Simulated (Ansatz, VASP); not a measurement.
**Two plane-wave programs on Sc**

Contents of INCAR:

```
SYSTEM = Sc
PREC     = Accurate       ! precision mode
ENCUT    = 520            ! plane-wave cutoff, eV
EDIFF    = 1E-6           ! SCF threshold, eV
ISMEAR   = 1              ! smearing method
SIGMA    = 0.1            ! smearing width, eV
LREAL    = .FALSE.        ! projectors in reciprocal space
LASPH    = .TRUE.         ! aspherical terms in the spheres
NELM     = 80             ! most SCF steps
ALGO     = Normal         ! electronic algorithm
ISIF     = 2              ! what is computed and relaxed
LWAVE    = .FALSE.        ! write WAVECAR
LCHARG   = .FALSE.        ! write CHGCAR
GGA      = PE             ! functional
NBANDS   = 18             ! bands
```

File KPOINTS:

```
Automatic mesh
0
G
  8 8 5
  0 0 0
```

File POSCAR:

```
Sc
1.0
    3.2241161428      0.0000000000      0.0000000000
   -1.6120580714      2.7921664249      0.0000000000
    0.0000000000      0.0000000000      5.1380270946
Sc
2
Direct
    0.3333333333      0.6666666667      0.2500000000
    0.6666666667      0.3333333333      0.7500000000
```

Input for Ansatz:

```yaml
crystal:
  lattice:
    - [3.2241161428398715, 0.0, 0.0]
    - [-1.6120580714199357, 2.7921664248960645, 0.0]
    - [0.0, 0.0, 5.138027094601841]
  atoms:
    - { symbol: Sc, position: [0.3333333333333333, 0.6666666666666666, 0.25] }
    - { symbol: Sc, position: [0.6666666666666666, 0.3333333333333333, 0.75] }
basis:
  ecutwfc: 517.016338673772
kpoints:
  mp_grid:
    grid: [8, 8, 5]
hamiltonian:
  xc: pbe
scf:
  occupations:
    method: cold
output:
  stress: true
```

Alike in both runs: task single point; functional PBE; k mesh 8 × 8 × 5; no spin polarisation.

|  | VASP | Ansatz |
| --- | --- | --- |
| version | VASP 6.6.1 | Ansatz 0.2.0 |
| potentials or method | VASP PAW PBE potentials, release 64 (Sc_sv), cutoff 520 eV | plane waves, PAW |
| occupations | methfessel-paxton of order 1, width 0.1 eV | cold |
| valence electrons in the cell | 22 | 22 |

|  | VASP | Ansatz | Ansatz less VASP |
| --- | --- | --- | --- |
| pressure (GPa) | 4.0 | 4.0 | -0.02 |
| traceless stress, the component that is largest in VASP (GPa) | -0.88 | -0.96 | -0.078 |
